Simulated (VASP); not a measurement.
A run of VASP 6.6.1 is set up as follows.

INCAR

```
PREC = Accurate
ENCUT = 600
EDIFF = 1E-7
ISMEAR = -1
SIGMA = 0.05
LREAL = F
LASPH = T
NELM = 80
ALGO = Normal
ISIF = 3
LWAVE = F
LCHARG = F
GGA = PE
IBRION = 2
NSW = 32
EDIFFG = -0.005
PSTRESS = 170.0
```

File KPOINTS:

```
Automatic mesh
0
Gamma
  12 12 12
```

Contents of POSCAR:

```
TePb
1.0
    0.0000000000      3.0211304617      3.0211304617
    3.0211304617      0.0000000000      3.0211304617
    3.0211304617      3.0211304617      0.0000000000
Pb Te
1 1
Direct
    0.0000000000      0.0000000000      0.0000000000
    0.5000000000      0.5000000000      0.5000000000
```

Potentials or basis: VASP PAW PBE potentials, release 64 (Pb_d, Te).

Command:

```console
$ cat potpaw_PBE.64/Pb_d/POTCAR potpaw_PBE.64/Te/POTCAR > POTCAR
$ mpirun -np 1 vasp_std > vasp.out
```

**Question.** What does it give for the band gap on the k mesh?

**Answer.** 0.17 eV, direct.

Final structure:
```xyz
2
Lattice="0.0000 3.0211 3.0211 3.0211 0.0000 3.0211 3.0211 3.0211 0.0000" Properties=species:S:1:pos:R:3 pbc="T T T"
Pb    0.0000    0.0000    0.0000
Te    3.0211    3.0211    3.0211
```

Caveat: the relaxation stopped at its first step, so nothing moved; the cell is relaxed towards a set pressure, so the enthalpy falls and the energy may rise; spin-orbit coupling is left out, which moves the levels of the heavy elements. A k mesh can miss the band edges.
